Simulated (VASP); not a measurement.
# MgS (Niningerite) (Fm-3m) in VASP: a series of runs

MgS (Niningerite) is run at these levels: LDA; tasks: single point.

Program: VASP 6.6.1. These are calculated values, not measurements. Logs are shortened: lines on timing, memory, paths and dates and some standing lists are left out, and cuts for length are marked.

**1. The cell of the first run**

Symmetry: Fm-3m, No. 225, cubic system. Conventional cell: a = 5.203 Å, b = 5.203 Å, c = 5.203 Å, α = 90.00°, β = 90.00°, γ = 90.00°. S (site symmetry m-3m) has 6 Mg at 2.60 Å within 3.4 Å. Mg (site symmetry m-3m) has 6 S at 2.60 Å within 3.4 Å.

**2. Single point, LDA**

INCAR reads:

```
ALGO = Normal
EDIFF = 1E-7
ENCUT = 520
GGA = CA
ISIF = 2
ISMEAR = 0
LASPH = True
LCHARG = True
LELF = True
LREAL = False
LVHAR = True
LWAVE = False
NBANDS = 11
NELM = 80
PREC = Accurate
SIGMA = 0.05
```

KPOINTS reads:

```
k-points
0
Gamma
  7 7 7
```

POSCAR reads:

```
MgS
1.0
    0.0000000000      2.6016500000      2.6016500000
    2.6016500000      0.0000000000      2.6016500000
    2.6016500000      2.6016500000      0.0000000000
S Mg
1 1
Direct
    0.5000000000      0.5000000000      0.5000000000
    0.0000000000      0.0000000000      0.0000000000
```

Potentials or basis: VASP PAW LDA potentials, release 64 (S, Mg).

On the command line:

```
> cat potpaw_LDA.64/S/POTCAR potpaw_LDA.64/Mg/POTCAR > POTCAR
> mpirun -np 1 vasp_std > vasp.out
```

OUTCAR:

```text
EDIFF = 1E-7
   ENCUT = 520
   GGA = CA
   ISIF = 2
   ISMEAR = 0
   LASPH = True
   LREAL = False
   NELM = 80
   PREC = Accurate

 ion  position               nearest neighbor table
   1  0.500  0.500  0.500-   2 2.60   2 2.60   2 2.60   2 2.60   2 2.60   2 2.60
   2  0.000  0.000  0.000-   1 2.60   1 2.60   1 2.60   1 2.60   1 2.60   1 2.60

  LATTYP: Found a face centered cubic cell.
 ALAT       =     5.2033000000

  Lattice vectors:

 A1 = (   0.0000000000,   2.6016500000,   2.6016500000)
 A2 = (   2.6016500000,   0.0000000000,   2.6016500000)
 A3 = (   2.6016500000,   2.6016500000,   0.0000000000)

Analysis of symmetry for initial positions (statically):
[... 33 lines left out ...]
                                     Primitive cell

  volume of cell :      35.2190

  direct lattice vectors                    reciprocal lattice vectors
     0.000000000  2.601650000  2.601650000    -0.192185728  0.192185728  0.192185728
     2.601650000  0.000000000  2.601650000     0.192185728 -0.192185728  0.192185728
     2.601650000  2.601650000  0.000000000     0.192185728  0.192185728 -0.192185728

  length of vectors
     3.679288715  3.679288715  3.679288715     0.332875446  0.332875446  0.332875446

  position of ions in fractional coordinates (direct lattice)
[... 8 lines left out ...]
----------------------------------------------------------------------------------------

 KPOINTS: k-points

Automatic generation of k-mesh.
 Grid dimensions read from file:
 generate k-points for:    7    7    7

 Generating k-lattice:

  Cartesian coordinates                     Fractional coordinates (reciprocal lattice)
    -0.027455104  0.027455104  0.027455104     0.142857143  0.000000000  0.000000000
     0.027455104 -0.027455104  0.027455104     0.000000000  0.142857143  0.000000000
     0.027455104  0.027455104 -0.027455104     0.000000000  0.000000000  0.142857143

  Length of vectors
     0.047553635  0.047553635  0.047553635

  Shift w.r.t. Gamma in fractional coordinates (k-lattice)
     0.000000000  0.000000000  0.000000000

 Subroutine IBZKPT returns following result:
 ===========================================

 Found     20 irreducible k-points:

 Following reciprocal coordinates:
            Coordinates               Weight
  0.000000  0.000000  0.000000      1.000000
  0.142857  0.000000  0.000000      8.000000
  0.285714  0.000000  0.000000      8.000000
  0.428571  0.000000  0.000000      8.000000
  0.142857  0.142857  0.000000      6.000000
  0.285714  0.142857  0.000000     24.000000
[... 12 lines left out ...]
 -0.428571  0.428571  0.142857     24.000000
 -0.285714  0.428571  0.142857     24.000000
   k-points           NKPTS =     20   k-points in BZ     NKDIM =     20   number of bands    NBANDS=     11
   number of dos      NEDOS =    301   number of ions     NIONS =      2
   total plane-waves  NPLWV =  21952
   dimension x,y,z NGX =    28 NGY =   28 NGZ =   28
   dimension x,y,z NGXF=    56 NGYF=   56 NGZF=   56
   ions per type =               1   1
   NGX,Y,Z   is equivalent  to a cutoff of  12.65, 12.65, 12.65 a.u.
   NGXF,Y,Z  is equivalent  to a cutoff of  25.30, 25.30, 25.30 a.u.
 SYSTEM =  unknown system
   PREC   = accura    normal or accurate (medium, high low for compatibility)
   ISTART =      0    job   : 0-new  1-cont  2-samecut
   ICHARG =      2    charge: 1-file 2-atom 10-const
   ISPIN  =      1    spin polarized calculation?
   LNONCOLLINEAR =      F non collinear calculations
   LSORBIT =      F    spin-orbit coupling
   LASPH  =      T    aspherical Exc in radial PAW
   ENCUT  =  520.0 eV  38.22 Ry    6.18 a.u.   6.84  6.84  6.84*2*pi/ulx,y,z
   NELM   =     80;   NELMIN=  2; NELMDL= -5     # of ELM steps
   EDIFF  = 0.1E-06   stopping-criterion for ELM
   LREAL  =      F    real-space projection
   EDIFFG = 0.1E-05   stopping-criterion for IOM
   NSW    =      0    number of steps for IOM
   IBRION =     -1    ionic relax: 0-MD 1-quasi-New 2-CG
[... 8 lines left out ...]
   EMIN   =  10.00;   EMAX   =-10.00  energy-range for DOS
   EFERMI =   0.00;   METHOD = LEGACY
   ISMEAR =     0;   SIGMA  =   0.05  broadening in eV -4-tet -1-fermi 0-gaus
   EFERMI_NEDOS =   21; number of points for ismear=-14 and -15
   IALGO  =     38    algorithm
   IMIX   =      4    mixing-type and parameters
     AMIX     =   0.40;   BMIX     =  1.00
     AMIX_MAG =   1.60;   BMIX_MAG =  1.00
  volume/ion in A,a.u.               =      17.61       118.83
  Fermi-wavevector in a.u.,A,eV,Ry     =   0.998878  1.887606 13.575323  0.997758
  Thomas-Fermi vector in A             =   2.131131
   LORBIT       =      0    0 simple, 1 ext, 2 COOP (PROOUT), +10 PAW based schemes
   GGA     = CA    functional components
   LHFCALC =     F    Hartree Fock is set to
   AEXX    =    0.0000 exact exchange contribution
   IVDW    =     0    specifies the selected vdW correction
   LEPSILON=     F    determine dielectric tensor
   LRPA    =     F    only Hartree local field effects (RPA)
 non-spin polarized calculation
 Gauss-broadening in eV      SIGMA  =   0.05
  energy-cutoff  :      520.00
  volume of cell :       35.22
 maximum number of plane-waves:       958
   NGX = 13   NGY = 13   NGZ = 13

 number of electron       8.0000000 magnetization

 Free energy of the ion-electron system (eV)
  ---------------------------------------------------
  ext. energy  EPLUGINS =         0.00000000
  ---------------------------------------------------
  free energy    TOTEN  =        -9.57065749 eV

  energy without entropy =       -9.57065749  energy(sigma->0) =       -9.57065749

 E-fermi :   3.8392     XC(G=0):  -9.9879

 val. band max:        3.5813134697   @ k =   0.0000   0.0000   0.0000
 cond. band min:       6.3540769967   @ k =   0.4286   0.4286   0.0000
 fundamental gap:      2.7727635270
 Fermi energy:         3.8391752559

 k-point     1 :       0.0000    0.0000    0.0000
  band No.  band energies     occupation
      1      -9.0591      2.00000
      2       3.5813      2.00000
      3       3.5813      2.00000
      4       3.5813      2.00000
      5       7.0729      0.00000
      6      11.4184      0.00000
      7      11.4184      0.00000
      8      11.4184      0.00000
      9      13.8466      0.00000
     10      13.8466      0.00000
     11      15.9345      0.00000

 k-point     2 :       0.1429    0.0000    0.0000
  band No.  band energies     occupation
      1      -8.8602      2.00000
      2       2.2548      2.00000
      3       3.4513      2.00000
      4       3.4513      2.00000
      5       8.0370      0.00000
      6      11.0753      0.00000
      7      11.6864      0.00000
      8      11.6864      0.00000
      9      13.1017      0.00000
     10      13.1017      0.00000
     11      15.8766      0.00000

 k-point     3 :       0.2857    0.0000    0.0000
  band No.  band energies     occupation
      1      -8.3420      2.00000
      2       0.2460      2.00000
      3       3.1932      2.00000
      4       3.1932      2.00000
      5       8.2983      0.00000
      6      11.0279      0.00000
      7      11.0279      0.00000
      8      12.1553      0.00000
      9      14.2298      0.00000
     10      14.2298      0.00000
     11      15.0103      0.00000

 k-point     4 :       0.4286    0.0000    0.0000
  band No.  band energies     occupation
      1      -7.8149      2.00000
      2      -1.1274      2.00000
      3       3.0125      2.00000
      4       3.0125      2.00000
      5       8.0036      0.00000
      6      10.4049      0.00000
      7      10.4049      0.00000
      8      13.3637      0.00000
      9      15.2304      0.00000
     10      16.7667      0.00000
     11      16.7667      0.00000

 k-point     5 :       0.1429    0.1429    0.0000
  band No.  band energies     occupation
      1      -8.7952      2.00000
      2       2.3173      2.00000
      3       3.1632      2.00000
      4       3.1632      2.00000
      5       8.4684      0.00000
      6      10.2403      0.00000
      7      11.6329      0.00000
      8      12.2752      0.00000
      9      12.2752      0.00000
     10      14.1883      0.00000
     11      17.1621      0.00000
[... 155 lines left out ...]
 k-point    17 :       0.4286    0.2857    0.1429
  band No.  band energies     occupation
      1      -7.9559      2.00000
      2       0.1210      2.00000
      3       1.7708      2.00000
      4       2.6738      2.00000
      5       8.9470      0.00000
      6       9.9530      0.00000
      7      10.5958      0.00000
      8      12.8442      0.00000
      9      14.1665      0.00000
     10      17.4793      0.00000
     11      18.7055      0.00000

 k-point    18 :      -0.4286    0.2857    0.1429
  band No.  band energies     occupation
      1      -7.5445      2.00000
      2      -0.5294      2.00000
      3       1.1994      2.00000
      4       2.2955      2.00000
      5       8.8508      0.00000
      6       9.8853      0.00000
      7      11.6127      0.00000
      8      12.6865      0.00000
      9      15.6299      0.00000
     10      16.9968      0.00000
     11      18.6506      0.00000

 k-point    19 :      -0.4286    0.4286    0.1429
  band No.  band energies     occupation
      1      -7.4050      2.00000
      2      -0.3197      2.00000
      3       1.2238      2.00000
      4       1.6044      2.00000
      5       7.6150      0.00000
      6       9.3282      0.00000
      7      12.3813      0.00000
      8      14.0737      0.00000
      9      16.4182      0.00000
     10      18.1436      0.00000
     11      19.0673      0.00000

 k-point    20 :      -0.2857    0.4286    0.1429
  band No.  band energies     occupation
      1      -7.3365      2.00000
      2       0.1346      2.00000
      3       0.1951      2.00000
      4       1.6858      2.00000
      5       8.3235      0.00000
      6      10.7285      0.00000
      7      12.0155      0.00000
      8      12.2204      0.00000
      9      16.3554      0.00000
     10      17.1498      0.00000
     11      20.1514      0.00000

------------------------ aborting loop because EDIFF is reached ----------------------------------------

  FORCE on cell =-STRESS in cart. coord.  units (eV):
  Direction    XX          YY          ZZ          XY          YZ          ZX
  --------------------------------------------------------------------------------------
  -------------------------------------------------------------------------------------
  Total       -0.8451929     -0.8451929     -0.8451929      0.0000000      0.0000000      0.0000000
  in kB      -38.4494239    -38.4494239    -38.4494239      0.0000000      0.0000000      0.0000000
  external PRESSURE =     -38.4494239 kB  Pullay stress =       0.0000000 kB

 VOLUME and BASIS-vectors are now :
 -----------------------------------------------------------------------------
  energy-cutoff  :      520.00
  volume of cell :       35.22
      direct lattice vectors                 reciprocal lattice vectors
     0.000000000  2.601650000  2.601650000    -0.192185728  0.192185728  0.192185728
     2.601650000  0.000000000  2.601650000     0.192185728 -0.192185728  0.192185728
     2.601650000  2.601650000  0.000000000     0.192185728  0.192185728 -0.192185728

 POSITION                                       TOTAL-FORCE (eV/Angst)
 -----------------------------------------------------------------------------------
      2.60165      2.60165      2.60165         0.000000     -0.000000      0.000000
      0.00000      0.00000      0.00000        -0.000000      0.000000     -0.000000
 -----------------------------------------------------------------------------------
    total drift:                                0.000000      0.000000      0.000000

  FREE ENERGIE OF THE ION-ELECTRON SYSTEM (eV)
  ---------------------------------------------------
  free  energy   TOTEN  =        -9.5706574857 eV

  energy  without entropy=       -9.5706574857  energy(sigma->0) =       -9.57065749
```

Run time: 17 s. Hardware: 1 thread of AMD EPYC 7R13, shared host; peak memory 0.11 GiB.

Results:

```
Free energy            : -9.5707 eV
Pressure               : -3.8 GPa
Band gap on the k mesh : 2.77 eV, indirect (least direct gap 3.49 eV)
```

A k mesh can miss the band edges.

**3. Single point, LDA**

INCAR reads:

```
SYSTEM = MgS
PREC = Accurate
ENCUT = 520
EDIFF = 1E-6
ISMEAR = 0
SIGMA = 0.025
LREAL = .FALSE.
LASPH = .TRUE.
NELM = 100
ALGO = Normal
ISIF = 2
LWAVE = .FALSE.
LCHARG = .FALSE.
GGA = CA
NBANDS = 11
```

KPOINTS reads:

```
regular mesh
0
G
  7 7 7
  0 0 0
```

POSCAR is that of step 2.

Potentials or basis: VASP PAW LDA potentials, release 64 (S, Mg).

On the command line:

```
> cat potpaw_LDA.64/S/POTCAR potpaw_LDA.64/Mg/POTCAR > POTCAR
> mpirun -np 1 vasp_std > vasp.out
```

Wall time 18 s (1 thread of AMD EPYC 7R13, shared host); peak memory 0.11 GiB.

It converged, with:

| Quantity | Value |
| --- | --- |
| Free energy | -9.5707 eV |
| Pressure | -3.8 GPa |
| Band gap on the k mesh | 2.77 eV, indirect (least direct gap 3.49 eV) |

Levels at points of the mesh, in eV from the valence-band top:
```csv
k point,band 1,band 2,band 3,band 4,band 5,band 6,band 7,band 8,band 9
"(0.00, 0.00, 0.00)",-12.64,0.00,0.00,0.00,3.49,7.84,7.84,7.84,10.27
```

A k mesh can miss the band edges. LDA gaps usually lie below the measured ones, often by a third to a half.

**4. Single point, LDA**

INCAR reads:

```
SYSTEM = MgS
  PREC = Accurate
  ENCUT = 520
  EDIFF = 1E-6
  ISMEAR = 0
  SIGMA = 0.01
  LREAL = .False.
  LASPH = .True.
  NELM = 80
  ALGO = Normal
  ISIF = 2
  LWAVE = .False.
  LCHARG = .True.
  GGA = CA
  LELF = .True.
  LVHAR = .True.
  NBANDS = 11
```

KPOINTS reads:

```
regular mesh
0
Gamma
  7 7 7
  0 0 0
```

POSCAR is that of step 3.

On the command line:

```
> cat potpaw_LDA.64/S/POTCAR potpaw_LDA.64/Mg/POTCAR > POTCAR
> mpirun -np 1 vasp_std > vasp.out
```

Wall time 19 s (1 thread of AMD EPYC 7R13, shared host); peak memory 0.11 GiB.

The run converged. Its results:

| Item | Value |
| --- | --- |
| Free energy | -9.5707 eV |
| Pressure | -3.8 GPa |
| Band gap on the k mesh | 2.77 eV, indirect (least direct gap 3.49 eV) |

Levels at points of the mesh, in eV from the valence-band top:
| k point | band 1 | band 2 | band 3 | band 4 | band 5 | band 6 | band 7 | band 8 |
| --- | --- | --- | --- | --- | --- | --- | --- | --- |
| (0.00, 0.00, 0.00) | -12.64 | 0.00 | 0.00 | 0.00 | 3.49 | 7.84 | 7.84 | 7.84 |

A k mesh can miss the band edges. Expect the measured gap to be larger: semilocal functionals such as LDA lack the derivative discontinuity.

(Part 1 of 2 ends here.)
